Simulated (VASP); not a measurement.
# C (Fd-3m) in VASP: a series of runs

C is run at these levels: r2SCAN, PBE; tasks: single point.

All numbers are computed with VASP 6.6.1; they aren't measurements. Logs are shortened: lines on timing, memory, paths and dates and some standing lists are left out, and cuts for length are marked.

### Step 1. The cell of the first run

The structure is cubic, space group Fd-3m (No. 227). Conventional cell: a = 3.560 Å, b = 3.560 Å, c = 3.560 Å, α = 90.00°, β = 90.00°, γ = 90.00°. C (site symmetry -43m) has 4 C at 1.54 Å within 2.1 Å.

### Step 2. Single point, r2SCAN

The input, POSCAR:

```
C
1.0
    0.0000000000      1.7801241425      1.7801241425
    1.7801241425      0.0000000000      1.7801241425
    1.7801241425      1.7801241425      0.0000000000
C
2
Direct
    0.0000000000      0.0000000000      0.0000000000
    0.2500000000      0.2500000000      0.2500000000
```

The input, INCAR.step1:

```
PREC = Accurate
ENCUT = 520
ISMEAR = 0
SIGMA = 0.01
LREAL = False
LASPH = True
NELM = 60
NBANDS = 11
GGA = PE
ALGO = Normal
EDIFF = 1E-4
LWAVE = True
LCHARG = False
```

The input, INCAR.step2:

```
PREC = Accurate
ENCUT = 520
EDIFF = 1E-6
ISMEAR = 0
SIGMA = 0.01
LREAL = False
LASPH = True
NELM = 60
ALGO = Normal
ISIF = 2
LWAVE = False
LCHARG = True
METAGGA = R2SCAN
LMIXTAU = True
LELF = True
LVHAR = True
NBANDS = 11
ISTART = 1
```

The input, KPOINTS:

```
regular mesh
0
Gamma
  8 8 8
```

Potentials or basis: VASP PAW PBE potentials, release 64 (C).

On the command line:

```console
$ cat potpaw_PBE.64/C/POTCAR > POTCAR
$ cp INCAR.step1 INCAR
$ mpirun -np 1 vasp_std > vasp.out
$ cp INCAR.step2 INCAR
$ mpirun -np 1 vasp_std > vasp.out
```

OUTCAR:

```text
PREC = Accurate
   ENCUT = 520
   EDIFF = 1E-6
   ISMEAR = 0
   LREAL = False
   LASPH = True
   NELM = 60
   ISIF = 2
   METAGGA = R2SCAN
   ISTART = 1

 ion  position               nearest neighbor table
   1  0.000  0.000  0.000-   2 1.54   2 1.54   2 1.54   2 1.54
   2  0.250  0.250  0.250-   1 1.54   1 1.54   1 1.54   1 1.54

  LATTYP: Found a face centered cubic cell.
 ALAT       =     3.5602482850

  Lattice vectors:

 A1 = (   0.0000000000,   1.7801241425,   1.7801241425)
 A2 = (   1.7801241425,   0.0000000000,   1.7801241425)
 A3 = (   1.7801241425,   1.7801241425,   0.0000000000)

Analysis of symmetry for initial positions (statically):
=====================================================================
 Subroutine PRICEL returns:
 Original cell was already a primitive cell.

 Routine SETGRP: Setting up the symmetry group for a
 face centered cubic supercell.

 Subroutine GETGRP returns: Found 48 space group operations
 (whereof 24 operations were pure point group operations)
 out of a pool of 48 trial point group operations.

The static configuration has the point symmetry T_d .
 The point group associated with its full space group is O_h .

Analysis of symmetry for dynamics (positions and initial velocities):
=====================================================================
 Subroutine PRICEL returns:
 Original cell was already a primitive cell.

 Routine SETGRP: Setting up the symmetry group for a
 face centered cubic supercell.

 Subroutine GETGRP returns: Found 48 space group operations
 (whereof 24 operations were pure point group operations)
 out of a pool of 48 trial point group operations.

The dynamic configuration has the point symmetry T_d .
 The point group associated with its full space group is O_h .

 Subroutine INISYM returns: Found 48 space group operations
 (whereof 24 operations are pure point group operations),
 and found     1 'primitive' translations

----------------------------------------------------------------------------------------

                                     Primitive cell

  volume of cell :      11.2819

  direct lattice vectors                    reciprocal lattice vectors
     0.000000000  1.780124143  1.780124143    -0.280879287  0.280879287  0.280879287
     1.780124143  0.000000000  1.780124143     0.280879287 -0.280879287  0.280879287
     1.780124143  1.780124143  0.000000000     0.280879287  0.280879287 -0.280879287

  length of vectors
     2.517475705  2.517475705  2.517475705     0.486497196  0.486497196  0.486497196

  position of ions in fractional coordinates (direct lattice)
     0.000000000  0.000000000  0.000000000
     0.250000000  0.250000000  0.250000000

  ion indices of the primitive-cell ions
   primitive index   ion index
                 1           1
                 2           2

----------------------------------------------------------------------------------------

 KPOINTS: regular mesh

Automatic generation of k-mesh.
 Grid dimensions read from file:
 generate k-points for:    8    8    8

 Generating k-lattice:

  Cartesian coordinates                     Fractional coordinates (reciprocal lattice)
    -0.035109911  0.035109911  0.035109911     0.125000000  0.000000000  0.000000000
     0.035109911 -0.035109911  0.035109911     0.000000000  0.125000000  0.000000000
     0.035109911  0.035109911 -0.035109911     0.000000000  0.000000000  0.125000000

  Length of vectors
     0.060812149  0.060812149  0.060812149

  Shift w.r.t. Gamma in fractional coordinates (k-lattice)
     0.000000000  0.000000000  0.000000000

 Subroutine IBZKPT returns following result:
 ===========================================

 Found     29 irreducible k-points:

 Following reciprocal coordinates:
            Coordinates               Weight
  0.000000  0.000000  0.000000      1.000000
  0.125000  0.000000  0.000000      8.000000
  0.250000  0.000000  0.000000      8.000000
  0.375000  0.000000  0.000000      8.000000
  0.500000  0.000000  0.000000      4.000000
  0.125000  0.125000  0.000000      6.000000
[... 16 lines left out ...]
  0.500000  0.250000  0.125000     48.000000
 -0.375000  0.250000  0.125000     24.000000
 [... further k-points ...]
   k-points           NKPTS =     29   k-points in BZ     NKDIM =     29   number of bands    NBANDS=     11
   number of dos      NEDOS =    301   number of ions     NIONS =      2
   total plane-waves  NPLWV =   8000
   dimension x,y,z NGX =    20 NGY =   20 NGZ =   20
   dimension x,y,z NGXF=    40 NGYF=   40 NGZF=   40
   ions per type =               2
   NGX,Y,Z   is equivalent  to a cutoff of  13.21, 13.21, 13.21 a.u.
   NGXF,Y,Z  is equivalent  to a cutoff of  26.41, 26.41, 26.41 a.u.
 SYSTEM =  unknown system
   PREC   = accura    normal or accurate (medium, high low for compatibility)
   ISTART =      1    job   : 0-new  1-cont  2-samecut
   ICHARG =      0    charge: 1-file 2-atom 10-const
   ISPIN  =      1    spin polarized calculation?
   LNONCOLLINEAR =      F non collinear calculations
   LSORBIT =      F    spin-orbit coupling
   LASPH  =      T    aspherical Exc in radial PAW
   ENCUT  =  520.0 eV  38.22 Ry    6.18 a.u.   4.68  4.68  4.68*2*pi/ulx,y,z
   NELM   =     60;   NELMIN=  2; NELMDL=  0     # of ELM steps
   EDIFF  = 0.1E-05   stopping-criterion for ELM
   LREAL  =      F    real-space projection
   EDIFFG = 0.1E-04   stopping-criterion for IOM
   NSW    =      0    number of steps for IOM
   IBRION =     -1    ionic relax: 0-MD 1-quasi-New 2-CG
   NFREE  =      0    steps in history (QN), initial steepest desc. (CG)
   ISIF   =      2    stress and relaxation
   ISYM   =      2    0-nonsym 1-usesym 2-fastsym
   POTIM  = 0.5000    time-step for ionic-motion
   TEBEG  =    0.0;   TEEND  =   0.0 temperature during run
   PSTRESS=    0.0 pullay stress
   NELECT =       8.0000    total number of electrons
   NUPDOWN=      -1.0000    fix difference up-down
   EMIN   =  10.00;   EMAX   =-10.00  energy-range for DOS
   EFERMI =   0.00;   METHOD = LEGACY
   ISMEAR =     0;   SIGMA  =   0.01  broadening in eV -4-tet -1-fermi 0-gaus
   EFERMI_NEDOS =   21; number of points for ismear=-14 and -15
   IALGO  =     38    algorithm
   IMIX   =      4    mixing-type and parameters
     AMIX     =   0.40;   BMIX     =  1.00
     AMIX_MAG =   1.60;   BMIX_MAG =  1.00
  volume/ion in A,a.u.               =       5.64        38.07
  Fermi-wavevector in a.u.,A,eV,Ry     =   1.459860  2.758735 28.996616  2.131191
  Thomas-Fermi vector in A             =   2.576377
   LORBIT       =      0    0 simple, 1 ext, 2 COOP (PROOUT), +10 PAW based schemes
   METAGGA = R2SCAN    functional components
   LHFCALC =     F    Hartree Fock is set to
   AEXX    =    0.0000 exact exchange contribution
   IVDW    =     0    specifies the selected vdW correction
   LEPSILON=     F    determine dielectric tensor
   LRPA    =     F    only Hartree local field effects (RPA)
 non-spin polarized calculation
 Gauss-broadening in eV      SIGMA  =   0.01
  energy-cutoff  :      520.00
  volume of cell :       11.28
 maximum number of plane-waves:       314
   NGX =  9   NGY =  9   NGZ =  9

 number of electron       7.9999999 magnetization

 Free energy of the ion-electron system (eV)
  ---------------------------------------------------
  ext. energy  EPLUGINS =         0.00000000
  ---------------------------------------------------
  free energy    TOTEN  =       -19.65633263 eV

  energy without entropy =      -19.65633263  energy(sigma->0) =      -19.65633263

 E-fermi :   9.9888     XC(G=0): -14.2878

 val. band max:        9.7928171651   @ k =   0.0000   0.0000   0.0000
 cond. band min:      14.1307896758   @ k =   0.3750   0.3750   0.0000
 fundamental gap:      4.3379725107
 Fermi energy:         9.9887838824

 k-point     1 :       0.0000    0.0000    0.0000
  band No.  band energies     occupation
      1     -12.9785      2.00000
      2       9.7928      2.00000
      3       9.7928      2.00000
      4       9.7928      2.00000
      5      15.6433      0.00000
      6      15.6433      0.00000
      7      15.6433      0.00000
      8      23.7422      0.00000
      9      30.2615      0.00000
     10      37.2413      0.00000
     11      37.2413      0.00000

 k-point     2 :       0.1250    0.0000    0.0000
  band No.  band energies     occupation
      1     -12.5253      2.00000
      2       7.1979      2.00000
      3       9.0920      2.00000
      4       9.0920      2.00000
      5      16.5661      0.00000
      6      16.5661      0.00000
      7      17.0259      0.00000
      8      24.1880      0.00000
      9      30.9623      0.00000
     10      34.2217      0.00000
     11      34.2217      0.00000

 k-point     3 :       0.2500    0.0000    0.0000
  band No.  band energies     occupation
      1     -11.1808      2.00000
      2       2.7610      2.00000
      3       7.9239      2.00000
      4       7.9239      2.00000
      5      17.9972      0.00000
      6      17.9972      0.00000
      7      18.3289      0.00000
      8      25.3148      0.00000
      9      31.7644      0.00000
     10      33.1301      0.00000
     11      33.1301      0.00000

 k-point     4 :       0.3750    0.0000    0.0000
  band No.  band energies     occupation
      1      -9.0244      2.00000
      2      -1.5393      2.00000
      3       7.0909      2.00000
      4       7.0909      2.00000
      5      18.6204      0.00000
      6      18.6204      0.00000
      7      18.8587      0.00000
      8      26.2846      0.00000
      9      32.2414      0.00000
     10      34.9162      0.00000
     11      34.9162      0.00000

 k-point     5 :       0.5000    0.0000    0.0000
  band No.  band energies     occupation
      1      -6.9995      2.00000
      2      -4.3128      2.00000
      3       6.8010      2.00000
      4       6.8010      2.00000
      5      18.6920      0.00000
      6      18.6920      0.00000
      7      18.9974      0.00000
      8      26.5436      0.00000
      9      33.0878      0.00000
     10      35.3898      0.00000
     11      37.0757      0.00000
[... 211 lines left out ...]
 k-point    21 :       0.5000    0.5000    0.0000
  band No.  band energies     occupation
      1      -3.8328      2.00000
      2      -3.8328      2.00000
      3       3.1001      2.00000
      4       3.1001      2.00000
      5      14.8033      0.00000
      6      14.8033      0.00000
      7      27.7545      0.00000
      8      27.7545      0.00000
      9      34.5237      0.00000
     10      34.5237      0.00000
     11      43.7288      0.00000

 k-point    22 :       0.3750    0.2500    0.1250
  band No.  band energies     occupation
      1     -10.0009      2.00000
      2       2.8110      2.00000
      3       3.9494      2.00000
      4       6.7035      2.00000
      5      16.7055      0.00000
      6      20.4056      0.00000
      7      22.0791      0.00000
      8      22.1611      0.00000
      9      31.5387      0.00000
     10      32.7590      0.00000
     11      36.7358      0.00000

 k-point    23 :       0.5000    0.2500    0.1250
  band No.  band energies     occupation
      1      -7.8857      2.00000
      2      -0.6907      2.00000
      3       3.1043      2.00000
      4       5.4468      2.00000
      5      18.1952      0.00000
      6      19.9614      0.00000
      7      22.8674      0.00000
      8      23.9596      0.00000
      9      31.2250      0.00000
     10      33.3642      0.00000
     11      37.3486      0.00000

 k-point    24 :      -0.3750    0.2500    0.1250
  band No.  band energies     occupation
      1      -5.9272      2.00000
      2      -3.2812      2.00000
      3       3.0571      2.00000
      4       4.8124      2.00000
      5      18.5779      0.00000
      6      19.7126      0.00000
      7      23.6005      0.00000
      8      25.6067      0.00000
      9      29.1796      0.00000
     10      35.2180      0.00000
     11      37.4874      0.00000

 [... further k-points ...]

------------------------ aborting loop because EDIFF is reached ----------------------------------------

  FORCE on cell =-STRESS in cart. coord.  units (eV):
  Direction    XX          YY          ZZ          XY          YZ          ZX
  --------------------------------------------------------------------------------------
  -------------------------------------------------------------------------------------
  Total        0.0800604      0.0800604      0.0800604      0.0000000      0.0000000      0.0000000
  in kB       11.3696643     11.3696643     11.3696643      0.0000000      0.0000000      0.0000000
  external PRESSURE =      11.3696643 kB  Pullay stress =       0.0000000 kB

 VOLUME and BASIS-vectors are now :
 -----------------------------------------------------------------------------
  energy-cutoff  :      520.00
  volume of cell :       11.28
      direct lattice vectors                 reciprocal lattice vectors
     0.000000000  1.780124143  1.780124143    -0.280879287  0.280879287  0.280879287
     1.780124143  0.000000000  1.780124143     0.280879287 -0.280879287  0.280879287
     1.780124143  1.780124143  0.000000000     0.280879287  0.280879287 -0.280879287

 POSITION                                       TOTAL-FORCE (eV/Angst)
 -----------------------------------------------------------------------------------
      0.00000      0.00000      0.00000        -0.000000     -0.000000     -0.000000
      0.89006      0.89006      0.89006         0.000000      0.000000      0.000000
 -----------------------------------------------------------------------------------
    total drift:                                0.000000      0.000000      0.000000

  FREE ENERGIE OF THE ION-ELECTRON SYSTEM (eV)
  ---------------------------------------------------
  free  energy   TOTEN  =       -19.6563326324 eV

  energy  without entropy=      -19.6563326324  energy(sigma->0) =      -19.65633263
```

Run time: 19 s. Hardware: 1 thread of Intel Xeon Platinum 8259CL at 2.50GHz (Skylake/Cascade Lake), shared host; peak memory 0.12 GiB.

What came out:

| Quantity | Value |
| --- | --- |
| Free energy | -19.6563 eV |
| Pressure | 1.1 GPa |
| Band gap on the k mesh | 4.34 eV (least direct gap 5.85 eV) |

Caveat: the PAW data sets were made with another functional, which shifts forces and pressure a little. A k mesh can miss the band edges.

### Step 3. Single point, PBE

The input, INCAR:

```
SYSTEM = C
PREC = Accurate ; ENCUT = 520
EDIFF = 1E-7 ; ISMEAR = 0
SIGMA = 0.01 ; LREAL = .FALSE.
LASPH = .TRUE. ; NELM = 60
ALGO = Normal ; ISIF = 2
LWAVE = .FALSE. ; LCHARG = .FALSE.
GGA = PE ; NBANDS = 11
```

The input, KPOINTS:

```
regular mesh
0
G
  12 12 12
  0 0 0
```

POSCAR is that of step 2.

Potentials or basis: VASP PAW PBE potentials, release 64 (C).

On the command line:

```console
$ cat potpaw_PBE.64/C/POTCAR > POTCAR
$ mpirun -np 1 vasp_std > vasp.out
```

Wall time 11 s (1 thread of Intel Xeon Platinum 8259CL at 2.50GHz (Skylake/Cascade Lake), shared host); peak memory 0.12 GiB.

The run converged. Its results:

| Quantity | Value |
| --- | --- |
| Free energy | -18.1837 eV |
| Pressure | 4.9 GPa |
| Band gap on the k mesh | 4.17 eV (least direct gap 5.60 eV) |

Levels at points of the mesh, in eV from the valence-band top:
| k point | band 2 | band 3 | band 4 | band 5 | band 6 | band 7 |
| --- | --- | --- | --- | --- | --- | --- |
| (0.00, 0.00, 0.00) | 0.00 | 0.00 | 0.00 | 5.60 | 5.60 | 5.60 |
| (0.50, 0.00, 0.00) | -13.43 | -2.81 | -2.81 | 8.48 | 8.48 | 8.92 |
| (0.50, 0.50, 0.00) | -12.80 | -6.33 | -6.33 | 4.77 | 4.77 | 16.89 |

Caveat: the cell stands under pressure. A k mesh can miss the band edges.
